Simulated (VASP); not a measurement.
# Ti3O4 (Cmmm) in VASP: further runs

Ti3O4 is run at these levels: PBEsol; tasks: single point.

All numbers are computed with VASP 6.6.1; they aren't measurements. Logs are shortened: lines on timing, memory, paths and dates and some standing lists are left out, and cuts for length are marked.

## (1) The cell of the first run

The structure is orthorhombic, space group Cmmm (No. 65). The conventional cell has a = 5.826 Å, b = 8.061 Å, c = 2.969 Å, α = 90.00°, β = 90.00°, γ = 90.00°. Within 2.7 Å of Ti (site symmetry mmm) lie 6 O at 2.03 to 2.09 Å. Ti (site symmetry 2/m) has 6 O at 2.02 to 2.08 Å within 2.7 Å. Within 3.1 Å of O (site symmetry 2mm) lie 4 Ti at 2.02 to 2.03 Å and 12 O at 2.76 to 3.06 Å. O (site symmetry m2m) has 5 Ti at 2.08 to 2.09 Å and 12 O at 2.89 to 2.97 Å within 3.0 Å.

## (2) Single point, PBEsol

The input, INCAR:

```
  ALGO = Fast
  EDIFF = 1E-6
  ENCUT = 520
  GGA = PS
  ISIF = 2
  ISMEAR = 0
  LASPH = T
  LCHARG = F
  LREAL = F
  LWAVE = F
  NBANDS = 39
  NELM = 80
  PREC = Accurate
  SIGMA = 0.1
```

The input, KPOINTS:

```
k-points
0
Gamma
  8 8 12
```

The input, POSCAR:

```
Ti3O4
1.0
    2.9128162286     -4.0303540220      0.0000000000
    2.9128162286      4.0303540220      0.0000000000
    0.0000000000      0.0000000000      2.9690273773
Ti O
3 4
Direct
    0.0000000000      0.0000000000      0.5000000000
    0.5000000000      0.0000000000      0.0000000000
    0.0000000000      0.5000000000      0.0000000000
    0.7627833111      0.7627833111      0.0000000000
    0.2588765548      0.7411234452      0.5000000000
    0.2372166889      0.2372166889      0.0000000000
    0.7411234452      0.2588765548      0.5000000000
```

Potentials or basis: VASP PAW PBE potentials, release 64 (Ti_sv, O).

Command:

```console
cat potpaw_PBE.64/Ti_sv/POTCAR potpaw_PBE.64/O/POTCAR > POTCAR
mpirun -np 1 vasp_std > vasp.out
```

OUTCAR:

```text
EDIFF = 1E-6
   ENCUT = 520
   GGA = PS
   ISIF = 2
   ISMEAR = 0
   LASPH = T
   LREAL = F
   NELM = 80
   PREC = Accurate

 ion  position               nearest neighbor table
   1  0.000  0.000  0.500-   4 2.03   6 2.03   4 2.03   6 2.03   5 2.09   7 2.09   2 2.90   3 2.90
                             2 2.90   3 2.90   3 2.90   3 2.90   2 2.90   2 2.90
   2  0.500  0.000  0.000-   4 2.02   6 2.02   5 2.08   7 2.08   5 2.08   7 2.08   1 2.90   1 2.90
                             1 2.90   1 2.90   3 2.91   3 2.91
   3  0.000  0.500  0.000-   4 2.02   6 2.02   5 2.08   7 2.08   5 2.08   7 2.08   1 2.90   1 2.90
                             1 2.90   1 2.90   2 2.91   2 2.91
   4  0.763  0.763  0.000-   2 2.02   3 2.02   1 2.03   1 2.03
   5  0.259  0.741  0.500-   2 2.08   3 2.08   2 2.08   3 2.08   1 2.09
   6  0.237  0.237  0.000-   2 2.02   3 2.02   1 2.03   1 2.03
   7  0.741  0.259  0.500-   2 2.08   3 2.08   2 2.08   3 2.08   1 2.09

  LATTYP: Found a base centered orthorhombic cell.
 ALAT       =     5.8256324572
 B/A-ratio  =     1.3836623067
 C/A-ratio  =     0.5096489350

  Lattice vectors:

 A1 = (   2.9128162286,  -4.0303540220,   0.0000000000)
 A2 = (   2.9128162286,   4.0303540220,   0.0000000000)
 A3 = (   0.0000000000,   0.0000000000,   2.9690273773)

Analysis of symmetry for initial positions (statically):
=====================================================================
 Subroutine PRICEL returns:
 Original cell was already a primitive cell.

 Routine SETGRP: Setting up the symmetry group for a
 base centered orthorhombic supercell.

 Subroutine GETGRP returns: Found  8 space group operations
 (whereof  8 operations were pure point group operations)
 out of a pool of  8 trial point group operations.

The static configuration has the point symmetry D_2h.

Analysis of symmetry for dynamics (positions and initial velocities):
=====================================================================
 Subroutine PRICEL returns:
 Original cell was already a primitive cell.

 Routine SETGRP: Setting up the symmetry group for a
 base centered orthorhombic supercell.

 Subroutine GETGRP returns: Found  8 space group operations
 (whereof  8 operations were pure point group operations)
 out of a pool of  8 trial point group operations.

The dynamic configuration has the point symmetry D_2h.

 Subroutine INISYM returns: Found  8 space group operations
 (whereof  8 operations are pure point group operations),
 and found     1 'primitive' translations

----------------------------------------------------------------------------------------

                                     Primitive cell

  volume of cell :      69.7109

  direct lattice vectors                    reciprocal lattice vectors
     2.912816229 -4.030354022  0.000000000     0.171655182 -0.124058581  0.000000000
     2.912816229  4.030354022  0.000000000     0.171655182  0.124058581  0.000000000
     0.000000000  0.000000000  2.969027377     0.000000000  0.000000000  0.336810636

  length of vectors
     4.972750941  4.972750941  2.969027377     0.211792429  0.211792429  0.336810636

  position of ions in fractional coordinates (direct lattice)
     0.000000000  0.000000000  0.500000000
     0.500000000  0.000000000  0.000000000
     0.000000000  0.500000000  0.000000000
     0.762783311  0.762783311  0.000000000
     0.258876555  0.741123445  0.500000000
     0.237216689  0.237216689  0.000000000
     0.741123445  0.258876555  0.500000000

  ion indices of the primitive-cell ions
   primitive index   ion index
                 1           1
                 2           2
                 3           3
                 4           4
                 5           5
                 6           6
                 7           7

----------------------------------------------------------------------------------------

 KPOINTS: k-points

Automatic generation of k-mesh.
 Grid dimensions read from file:
 generate k-points for:    8    8   12

 Generating k-lattice:

  Cartesian coordinates                     Fractional coordinates (reciprocal lattice)
     0.021456898 -0.015507323  0.000000000     0.125000000  0.000000000  0.000000000
     0.021456898  0.015507323  0.000000000     0.000000000  0.125000000  0.000000000
     0.000000000  0.000000000  0.028067553     0.000000000  0.000000000  0.083333333

  Length of vectors
     0.026474054  0.026474054  0.028067553

  Shift w.r.t. Gamma in fractional coordinates (k-lattice)
     0.000000000  0.000000000  0.000000000

 Subroutine IBZKPT returns following result:
 ===========================================

 Found    147 irreducible k-points:

 Following reciprocal coordinates:
            Coordinates               Weight
  0.000000  0.000000  0.000000      1.000000
  0.125000 -0.000000  0.000000      4.000000
  0.250000 -0.000000  0.000000      4.000000
  0.375000  0.000000  0.000000      4.000000
  0.500000 -0.000000  0.000000      2.000000
  0.125000  0.125000  0.000000      2.000000
[... 16 lines left out ...]
  0.125000 -0.000000  0.083333      8.000000
  0.250000 -0.000000  0.083333      8.000000
 [... further k-points ...]
   k-points           NKPTS =    147   k-points in BZ     NKDIM =    147   number of bands    NBANDS=     39
   number of dos      NEDOS =    301   number of ions     NIONS =      7
   total plane-waves  NPLWV =  38400
   dimension x,y,z NGX =    40 NGY =   40 NGZ =   24
   dimension x,y,z NGXF=    80 NGYF=   80 NGZF=   48
   ions per type =               3   4
   NGX,Y,Z   is equivalent  to a cutoff of  13.37, 13.37, 13.44 a.u.
   NGXF,Y,Z  is equivalent  to a cutoff of  26.75, 26.75, 26.88 a.u.
 SYSTEM =  unknown system
   PREC   = accura    normal or accurate (medium, high low for compatibility)
   ISTART =      0    job   : 0-new  1-cont  2-samecut
   ICHARG =      2    charge: 1-file 2-atom 10-const
   ISPIN  =      1    spin polarized calculation?
   LNONCOLLINEAR =      F non collinear calculations
   LSORBIT =      F    spin-orbit coupling
   LASPH  =      T    aspherical Exc in radial PAW
   ENCUT  =  520.0 eV  38.22 Ry    6.18 a.u.   9.25  9.25  5.52*2*pi/ulx,y,z
   NELM   =     80;   NELMIN=  2; NELMDL= -5     # of ELM steps
   EDIFF  = 0.1E-05   stopping-criterion for ELM
   LREAL  =      F    real-space projection
[... 7 lines left out ...]
   TEBEG  =    0.0;   TEEND  =   0.0 temperature during run
   PSTRESS=    0.0 pullay stress
   NELECT =      60.0000    total number of electrons
   NUPDOWN=      -1.0000    fix difference up-down
   EMIN   =  10.00;   EMAX   =-10.00  energy-range for DOS
   EFERMI =   0.00;   METHOD = LEGACY
   ISMEAR =     0;   SIGMA  =   0.10  broadening in eV -4-tet -1-fermi 0-gaus
   EFERMI_NEDOS =   21; number of points for ismear=-14 and -15
   IALGO  =     68    algorithm
   IMIX   =      4    mixing-type and parameters
     AMIX     =   0.40;   BMIX     =  1.00
     AMIX_MAG =   1.60;   BMIX_MAG =  1.00
  volume/ion in A,a.u.               =       9.96        67.20
  Fermi-wavevector in a.u.,A,eV,Ry     =   1.557250  2.942776 32.994515  2.425028
  Thomas-Fermi vector in A             =   2.660928
   LORBIT       =      0    0 simple, 1 ext, 2 COOP (PROOUT), +10 PAW based schemes
   GGA     = PS    functional components
   LHFCALC =     F    Hartree Fock is set to
   AEXX    =    0.0000 exact exchange contribution
   IVDW    =     0    specifies the selected vdW correction
   LEPSILON=     F    determine dielectric tensor
   LRPA    =     F    only Hartree local field effects (RPA)
 non-spin polarized calculation
 RMM-DIIS sequential band-by-band and
 Gauss-broadening in eV      SIGMA  =   0.10
  energy-cutoff  :      520.00
  volume of cell :       69.71
 maximum number of plane-waves:      1898
 NGX is ok and might be reduce to    40
   NGX = 19   NGY = 19   NGZ = 11

 number of electron      59.9999984 magnetization

 Free energy of the ion-electron system (eV)
  ---------------------------------------------------
  ext. energy  EPLUGINS =         0.00000000
  ---------------------------------------------------
  free energy    TOTEN  =       -65.92678457 eV

  energy without entropy =      -65.91111081  energy(sigma->0) =      -65.91894769

 E-fermi :   9.5239     XC(G=0): -12.3977

 val. band max:        9.5236551360   @ k =   0.2500   0.1250   0.0000
 cond. band min:       9.5261402634   @ k =   0.1250   0.1250   0.0000
 fundamental gap:      0.0024851274
 Fermi energy:         9.5238794202

 k-point     1 :       0.0000    0.0000    0.0000
  band No.  band energies     occupation
      1     -48.4114      2.00000
      2     -48.3418      2.00000
      3     -48.1283      2.00000
      4     -25.3188      2.00000
      5     -25.1375      2.00000
      6     -24.8332      2.00000
[... 31 lines left out ...]
     38      11.6648      0.00000
     39      12.0256      0.00000

 k-point     2 :       0.1250   -0.0000    0.0000
  band No.  band energies     occupation
      1     -48.4083      2.00000
      2     -48.3437      2.00000
      3     -48.1296      2.00000
      4     -25.2966      2.00000
      5     -25.1266      2.00000
      6     -24.8283      2.00000
[... 31 lines left out ...]
     38      11.6253      0.00000
     39      12.4331      0.00000

 k-point     3 :       0.2500   -0.0000    0.0000
  band No.  band energies     occupation
      1     -48.3997      2.00000
      2     -48.3495      2.00000
      3     -48.1327      2.00000
      4     -25.2402      2.00000
      5     -25.0921      2.00000
      6     -24.8133      2.00000
[... 832 lines left out ...]
 k-point    23 :       0.1250   -0.0000    0.0833
  band No.  band energies     occupation
      1     -48.4045      2.00000
      2     -48.3413      2.00000
      3     -48.1280      2.00000
      4     -25.2812      2.00000
      5     -25.1127      2.00000
      6     -24.8238      2.00000
[... 31 lines left out ...]
     38      11.5763      0.00000
     39      12.9743      0.00000

 k-point    24 :       0.2500   -0.0000    0.0833
  band No.  band energies     occupation
      1     -48.3961      2.00000
      2     -48.3470      2.00000
      3     -48.1309      2.00000
      4     -25.2264      2.00000
      5     -25.0816      2.00000
      6     -24.8113      2.00000
[... 31 lines left out ...]
     38      11.6915      0.00000
     39      12.3880      0.00000

 [... further k-points ...]

------------------------ aborting loop because EDIFF is reached ----------------------------------------

  FORCE on cell =-STRESS in cart. coord.  units (eV):
  Direction    XX          YY          ZZ          XY          YZ          ZX
  --------------------------------------------------------------------------------------
  -------------------------------------------------------------------------------------
  Total        0.2655177      0.3362655      0.3195935      0.0000000      0.0000000      0.0000000
  in kB        6.1024415      7.7284497      7.3452750      0.0000000      0.0000000      0.0000000
  external PRESSURE =       7.0587221 kB  Pullay stress =       0.0000000 kB

 VOLUME and BASIS-vectors are now :
 -----------------------------------------------------------------------------
  energy-cutoff  :      520.00
  volume of cell :       69.71
      direct lattice vectors                 reciprocal lattice vectors
     2.912816229 -4.030354022  0.000000000     0.171655182 -0.124058581  0.000000000
     2.912816229  4.030354022  0.000000000     0.171655182  0.124058581  0.000000000
     0.000000000  0.000000000  2.969027377     0.000000000  0.000000000  0.336810636

 POSITION                                       TOTAL-FORCE (eV/Angst)
 -----------------------------------------------------------------------------------
      0.00000      0.00000      1.48451         0.000000      0.000000      0.000000
      1.45641     -2.01518      0.00000         0.000000      0.000000      0.000000
      1.45641      2.01518      0.00000         0.000000      0.000000      0.000000
      4.44370      0.00000      0.00000        -0.031589      0.000000      0.000000
      2.91282      1.94363      1.48451         0.000000     -0.021427     -0.000000
      1.38194      0.00000      0.00000         0.031589      0.000000      0.000000
      2.91282     -1.94363      1.48451         0.000000      0.021427      0.000000
 -----------------------------------------------------------------------------------
    total drift:                               -0.000000     -0.000000      0.000000

  FREE ENERGIE OF THE ION-ELECTRON SYSTEM (eV)
  ---------------------------------------------------
  free  energy   TOTEN  =       -65.9267845663 eV

  energy  without entropy=      -65.9111108054  energy(sigma->0) =      -65.91894769
```

Wall time 26 min (1 thread of Oxide Virtual Turin-like, shared host); peak memory 0.38 GiB.

What came out:

```yaml
Free_energy: -65.9268 eV
Pressure: 0.7 GPa
Largest_force: 0.032 eV/Å
Band_gap_on_the_k_mesh: zero (bands 30 and 31 overlap by 1.11 eV)
```

Forces in eV/Å, atoms in the order of the input:
```
Ti   0.000  0.000  0.000
Ti   0.000  0.000  0.000
Ti   0.000  0.000  0.000
O   -0.032  0.000  0.000
O    0.000 -0.021  0.000
O    0.032  0.000  0.000
O    0.000  0.021  0.000
```

Stress tensor (GPa, compression positive):
```
0.61 0.00 0.00
0.00 0.77 0.00
0.00 0.00 0.73
```

Caveat: the PAW data sets were made with another functional, which shifts forces and pressure a little; semilocal functionals often make such compounds metallic where correlation or magnetic order opens a gap, which also shifts bond lengths.

[end of part 1 of 2]
